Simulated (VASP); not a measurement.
# Ru2C3 (P-3m1) in VASP: further runs

Runs on Ru2C3. Level: PBE. Tasks: single point, relaxation of cell and atoms.

All numbers are computed with VASP 6.6.1; they aren't measurements. Logs are shortened: lines on timing, memory, paths and dates and some standing lists are left out, and cuts for length are marked.

### 1 The cell of the first run

The structure is trigonal, space group P-3m1 (No. 164). Conventional cell: a = 3.206 Å, b = 3.206 Å, c = 5.456 Å, α = 90.00°, β = 90.00°, γ = 120.00°. Ru (site symmetry 3m) has 7 C at 1.99 to 2.24 Å within 2.6 Å. C (site symmetry -3m) has 6 Ru at 2.24 Å and 6 C at 2.89 Å within 3.0 Å. C (site symmetry 3m) has 4 Ru at 1.99 to 2.09 Å and 3 C at 2.12 Å within 2.6 Å.

### 2 Single point, PBE

File INCAR:

```
SYSTEM = Ru2C3
PREC     = Accurate       ! precision mode
ENCUT    = 520            ! plane-wave cutoff, eV
EDIFF    = 1E-7           ! SCF threshold, eV
ISMEAR   = 0              ! smearing method
SIGMA    = 0.1            ! smearing width, eV
LREAL    = .False.        ! projectors in reciprocal space
LASPH    = .True.         ! aspherical terms in the spheres
NELM     = 100            ! most SCF steps
ALGO     = Normal         ! electronic algorithm
ISIF     = 2              ! what is computed and relaxed
LWAVE    = .False.        ! write WAVECAR
LCHARG   = .True.         ! write CHGCAR
GGA      = PE             ! functional
LELF     = .True.         ! ELF
LVHAR    = .True.       
NBANDS   = 28             ! bands
```

File KPOINTS:

```
regular mesh
0
Gamma
  12 12 8
  0 0 0
```

File POSCAR:

```
Ru2C3
1.0
    3.2063912943      0.0000000000      0.0000000000
   -1.6031956471      2.7768163153      0.0000000000
    0.0000000000      0.0000000000      5.4562079313
Ru C
2 3
Direct
    0.3333333333      0.6666666667      0.2297095156
    0.6666666667      0.3333333333      0.7702904844
    0.0000000000      0.0000000000      0.0000000000
    0.3333333333      0.6666666667      0.5939147213
    0.6666666667      0.3333333333      0.4060852787
```

Potentials or basis: VASP PAW PBE potentials, release 64 (Ru_pv, C).

Run with:

```sh
> cat potpaw_PBE.64/Ru_pv/POTCAR potpaw_PBE.64/C/POTCAR > POTCAR
> mpirun -np 1 vasp_std > vasp.out
```

OUTCAR:

```text
SYSTEM = Ru2C3
   PREC = Accurate
   ENCUT = 520
   EDIFF = 1E-7
   ISMEAR = 0
   LREAL = .False.
   LASPH = .True.
   NELM = 100
   ISIF = 2
   GGA = PE

 ion  position               nearest neighbor table
   1  0.333  0.667  0.230-   4 1.99   5 2.09   5 2.09   5 2.09   3 2.24   3 2.24   3 2.24   2 3.12
                             2 3.12   2 3.12
   2  0.667  0.333  0.770-   5 1.99   4 2.09   4 2.09   4 2.09   3 2.24   3 2.24   3 2.24   1 3.12
                             1 3.12   1 3.12
   3  0.000  0.000  0.000-   1 2.24   2 2.24   1 2.24   2 2.24   2 2.24   1 2.24
   4  0.333  0.667  0.594-   1 1.99   2 2.09   2 2.09   2 2.09
   5  0.667  0.333  0.406-   2 1.99   1 2.09   1 2.09   1 2.09

  LATTYP: Found a hexagonal cell.
 ALAT       =     3.2063912943
 C/A-ratio  =     1.7016662754

  Lattice vectors:

 A1 = (   3.2063912943,   0.0000000000,   0.0000000000)
 A2 = (  -1.6031956471,   2.7768163153,   0.0000000000)
 A3 = (   0.0000000000,   0.0000000000,   5.4562079313)

Analysis of symmetry for initial positions (statically):
=====================================================================
 Subroutine PRICEL returns:
 Original cell was already a primitive cell.

 Routine SETGRP: Setting up the symmetry group for a
 hexagonal supercell.

 Subroutine GETGRP returns: Found 12 space group operations
 (whereof 12 operations were pure point group operations)
 out of a pool of 24 trial point group operations.

The static configuration has the point symmetry D_3d.

Analysis of symmetry for dynamics (positions and initial velocities):
=====================================================================
 Subroutine PRICEL returns:
 Original cell was already a primitive cell.

 Routine SETGRP: Setting up the symmetry group for a
 hexagonal supercell.

 Subroutine GETGRP returns: Found 12 space group operations
 (whereof 12 operations were pure point group operations)
 out of a pool of 24 trial point group operations.

The dynamic configuration has the point symmetry D_3d.

 Subroutine INISYM returns: Found 12 space group operations
 (whereof 12 operations are pure point group operations),
 and found     1 'primitive' translations

----------------------------------------------------------------------------------------

                                     Primitive cell

  volume of cell :      48.5797
[... 94 lines left out ...]
   NELM   =    100;   NELMIN=  2; NELMDL= -5     # of ELM steps
   EDIFF  = 0.1E-06   stopping-criterion for ELM
   LREAL  =      F    real-space projection
   EDIFFG = 0.1E-05   stopping-criterion for IOM
   NSW    =      0    number of steps for IOM
   IBRION =     -1    ionic relax: 0-MD 1-quasi-New 2-CG
   NFREE  =      0    steps in history (QN), initial steepest desc. (CG)
   ISIF   =      2    stress and relaxation
   ISYM   =      2    0-nonsym 1-usesym 2-fastsym
   POTIM  = 0.5000    time-step for ionic-motion
   TEBEG  =    0.0;   TEEND  =   0.0 temperature during run
   PSTRESS=    0.0 pullay stress
   NELECT =      40.0000    total number of electrons
   NUPDOWN=      -1.0000    fix difference up-down
   EMIN   =  10.00;   EMAX   =-10.00  energy-range for DOS
   EFERMI =   0.00;   METHOD = LEGACY
   ISMEAR =     0;   SIGMA  =   0.10  broadening in eV -4-tet -1-fermi 0-gaus
   EFERMI_NEDOS =   21; number of points for ismear=-14 and -15
   IALGO  =     38    algorithm
   IMIX   =      4    mixing-type and parameters
     AMIX     =   0.40;   BMIX     =  1.00
     AMIX_MAG =   1.60;   BMIX_MAG =  1.00
  volume/ion in A,a.u.               =       9.72        65.57
  Fermi-wavevector in a.u.,A,eV,Ry     =   1.534417  2.899627 32.034025  2.354434
  Thomas-Fermi vector in A             =   2.641348
   LORBIT       =      0    0 simple, 1 ext, 2 COOP (PROOUT), +10 PAW based schemes
   GGA     = PE    functional components
   LHFCALC =     F    Hartree Fock is set to
   AEXX    =    0.0000 exact exchange contribution
   IVDW    =     0    specifies the selected vdW correction
   LEPSILON=     F    determine dielectric tensor
   LRPA    =     F    only Hartree local field effects (RPA)
 non-spin polarized calculation
 Gauss-broadening in eV      SIGMA  =   0.10
  energy-cutoff  :      520.00
  volume of cell :       48.58
 maximum number of plane-waves:      1329
   NGX = 11   NGY = 11   NGZ = 21

 number of electron      40.0000003 magnetization

 Free energy of the ion-electron system (eV)
  ---------------------------------------------------
  ext. energy  EPLUGINS =         0.00000000
  ---------------------------------------------------
  free energy    TOTEN  =       -39.53145617 eV

  energy without entropy =      -39.51505011  energy(sigma->0) =      -39.52325314

 E-fermi :  10.6476     XC(G=0): -13.2530

 val. band max:       10.6474727424   @ k =   0.2500   0.0000   0.1250
 cond. band min:      10.6529068561   @ k =  -0.0833   0.5000   0.1250
 fundamental gap:      0.0054341137
 Fermi energy:        10.6475850214

 k-point     1 :       0.0000    0.0000    0.0000
  band No.  band energies     occupation
      1     -33.0748      2.00000
      2     -32.8881      2.00000
      3     -32.6627      2.00000
      4     -32.6627      2.00000
      5     -32.6371      2.00000
      6     -32.6371      2.00000
[... 733 lines left out ...]
     27      16.2663      0.00000
     28      16.6787      0.00000

 [... further k-points ...]

------------------------ aborting loop because EDIFF is reached ----------------------------------------

  FORCE on cell =-STRESS in cart. coord.  units (eV):
  Direction    XX          YY          ZZ          XY          YZ          ZX
  --------------------------------------------------------------------------------------
  -------------------------------------------------------------------------------------
  Total        0.0145636      0.0145636      0.1330079      0.0000000      0.0000000      0.0000000
  in kB        0.4803119      0.4803119      4.3866540      0.0000000      0.0000000      0.0000000
  external PRESSURE =       1.7824259 kB  Pullay stress =       0.0000000 kB

 VOLUME and BASIS-vectors are now :
 -----------------------------------------------------------------------------
  energy-cutoff  :      520.00
  volume of cell :       48.58
      direct lattice vectors                 reciprocal lattice vectors
     3.206391294  0.000000000  0.000000000     0.311877094  0.180062324  0.000000000
    -1.603195647  2.776816315  0.000000000     0.000000000  0.360124649  0.000000000
     0.000000000  0.000000000  5.456207931     0.000000000  0.000000000  0.183277473

 POSITION                                       TOTAL-FORCE (eV/Angst)
 -----------------------------------------------------------------------------------
     -0.00000      1.85121      1.25334         0.000000     -0.000000     -0.036352
      1.60320      0.92561      4.20287         0.000000      0.000000      0.036352
      0.00000      0.00000      0.00000        -0.000000      0.000000      0.000000
     -0.00000      1.85121      3.24052        -0.000000      0.000000      0.023134
      1.60320      0.92561      2.21569        -0.000000     -0.000000     -0.023134
 -----------------------------------------------------------------------------------
    total drift:                               -0.000000      0.000000     -0.000000

  FREE ENERGIE OF THE ION-ELECTRON SYSTEM (eV)
  ---------------------------------------------------
  free  energy   TOTEN  =       -39.5314561719 eV

  energy  without entropy=      -39.5150501132  energy(sigma->0) =      -39.52325314
```

OSZICAR:

```text
N       E                     dE             d eps       ncg     rms          rms(c)
DAV:   1     0.380228493933E+03    0.38023E+03   -0.23599E+04  7344   0.151E+03
DAV:   2    -0.262606572509E+02   -0.40649E+03   -0.39430E+03  7964   0.436E+02
DAV:   3    -0.453575083459E+02   -0.19097E+02   -0.18380E+02  8708   0.884E+01
DAV:   4    -0.457899446119E+02   -0.43244E+00   -0.43140E+00  7648   0.121E+01
DAV:   5    -0.457969174546E+02   -0.69728E-02   -0.69720E-02  8944   0.155E+00    0.396E+01
DAV:   6    -0.449790468479E+02    0.81787E+00   -0.84457E+01  7896   0.592E+01    0.182E+01
DAV:   7    -0.395163946231E+02    0.54627E+01   -0.19609E+01  7536   0.382E+01    0.967E+00
DAV:   8    -0.395896202333E+02   -0.73226E-01   -0.15073E+00  7740   0.615E+00    0.403E+00
DAV:   9    -0.395302339927E+02    0.59386E-01   -0.17528E-01  8052   0.314E+00    0.389E-01
DAV:  10    -0.395312331261E+02   -0.99913E-03   -0.19928E-02  7520   0.881E-01    0.272E-01
DAV:  11    -0.395314520692E+02   -0.21894E-03   -0.10881E-03  9356   0.219E-01    0.809E-02
DAV:  12    -0.395314549110E+02   -0.28418E-05   -0.94468E-05  8384   0.638E-02    0.303E-02
DAV:  13    -0.395314553935E+02   -0.48257E-06   -0.11612E-05  8120   0.231E-02    0.737E-03
DAV:  14    -0.395314558249E+02   -0.43139E-06   -0.32517E-06  8708   0.999E-03    0.190E-03
DAV:  15    -0.395314561278E+02   -0.30285E-06   -0.30694E-07  7264   0.302E-03    0.470E-04
DAV:  16    -0.395314561719E+02   -0.44104E-07   -0.25739E-08  3668   0.114E-03
   1 F= -.39531456E+02 E0= -.39523253E+02  d E =-.164061E-01
```

It took 5.2 min on 1 thread of AMD EPYC 7R13, shared host; peak memory 0.24 GiB.

Results:

- Free energy: -39.5315 eV
- Pressure: 0.2 GPa
- Largest force: 0.036 eV/Å
- Band gap on the k mesh: zero (band 20 reaches 11.33 eV, above the bottom of band 21 at 10.17 eV)

Forces in eV/Å, atoms in the order of the input:
```
Ru   0.000  0.000 -0.036
Ru   0.000  0.000  0.036
C    0.000  0.000  0.000
C    0.000  0.000  0.023
C    0.000  0.000 -0.023
```

### 3 Relaxation of cell and atoms, PBE

This run uses another cell than the first one, of 9.69 Å³/atom, 0.997 times its volume.

File INCAR:

```
SYSTEM = Ru2C3
PREC     = Accurate       ! precision mode
ENCUT    = 600            ! plane-wave cutoff, eV
EDIFF    = 1E-7           ! SCF threshold, eV
ISMEAR   = 0              ! smearing method
SIGMA    = 0.1            ! smearing width, eV
LREAL    = .FALSE.        ! projectors in reciprocal space
LASPH    = .TRUE.         ! aspherical terms in the spheres
NELM     = 80             ! most SCF steps
ALGO     = Normal         ! electronic algorithm
ISIF     = 3              ! what is computed and relaxed
LWAVE    = .FALSE.        ! write WAVECAR
LCHARG   = .FALSE.        ! write CHGCAR
GGA      = PE             ! functional
IBRION   = 2              ! ionic algorithm
NSW      = 100            ! ionic steps
EDIFFG   = -0.01          ! ionic threshold
```

File KPOINTS:

```
Automatic mesh
0
G
  12 12 8
  0 0 0
```

File POSCAR:

```
Ru2C3
1.0
    3.2139202206      0.0000000000      0.0000000000
   -1.6069601103      2.7833365568      0.0000000000
    0.0000000000      0.0000000000      5.4170676018
Ru C
2 3
Direct
    0.3333333333      0.6666666667      0.2269760630
    0.6666666667      0.3333333333      0.7730239370
    0.0000000000      0.0000000000      0.0000000000
    0.3333333333      0.6666666667      0.5942910433
    0.6666666667      0.3333333333      0.4057089567
```

Potentials or basis: VASP PAW PBE potentials, release 64 (Ru_pv, C).

Run with:

```sh
> cat potpaw_PBE.64/Ru_pv/POTCAR potpaw_PBE.64/C/POTCAR > POTCAR
> mpirun -np 1 vasp_std > vasp.out
```

Wall time 29 min (1 thread of AMD EPYC 7R13, shared host); peak memory 0.29 GiB.

The run converged. Its results:

- Free energy: -39.5327 eV
- Relaxed volume: 9.70 Å³/atom
- Relaxed cell: a = 3.204 Å, b = 3.204 Å, c = 5.457 Å, α = 90.00°, β = 90.00°, γ = 120.00°
- Space group after relaxing (to 0.05 Å): P-3m1 (No. 164)
- Energy gained by relaxing: 0.3 meV/atom
- Ionic steps: 8
- Pressure after relaxing: 0.0 GPa
- Largest force after relaxing: 0.009 eV/Å
- Band gap on the k mesh: zero (band 20 reaches 11.34 eV, above the bottom of band 21 at 10.19 eV)

Forces on the atoms (eV/Å):
```
Ru   0.000  0.000  0.009
Ru   0.000  0.000 -0.009
C    0.000  0.000  0.000
C    0.000  0.000  0.005
C    0.000  0.000 -0.005
```

The path:
| step | energy change (eV) | largest force (eV/Å) | pressure (GPa) | volume (Å³) |
| --- | --- | --- | --- | --- |
| 1 | 0.0000 | 0.0440 | 0.33 | 48.46 |
| 2 | -0.0007 | 0.0597 | -0.55 | 48.60 |
| 3 | -0.0007 | 0.0624 | -0.68 | 48.62 |
| 4 | -0.0011 | 0.0454 | -0.52 | 48.60 |
| 5 | -0.0016 | 0.0191 | -0.12 | 48.55 |
| 6 | -0.0017 | 0.0259 | -0.02 | 48.53 |
| 7 | -0.0017 | 0.0140 | 0.00 | 48.53 |
| 8 | -0.0017 | 0.0085 | 0.01 | 48.52 |

Final structure:
```
Ru C
1.0
     3.20435    0.00000    0.00000
    -1.60217    2.77505    0.00000
     0.00000    0.00000    5.45670
Ru C
2 3
Direct
  0.33333 0.66667 0.22868
  0.66667 0.33333 0.77132
  0.00000 0.00000 0.00000
  0.33333 0.66667 0.59331
  0.66667 0.33333 0.40669
```

Levels at points of the mesh, in eV from the Fermi level:
```
           k point  band 18  band 19  band 20  band 21  band 22  band 23
(0.00, 0.00, 0.00)    -1.93    -1.93    -1.93     1.56     1.56     2.27
(0.50, 0.00, 0.00)    -1.13    -1.05    -0.66    -0.15     0.00     2.11
(0.00, 0.00, 0.50)    -2.12    -2.12    -0.49    -0.49    -0.32     2.23
(0.50, 0.00, 0.50)    -1.23    -0.75    -0.52     0.39     0.54     2.20
```
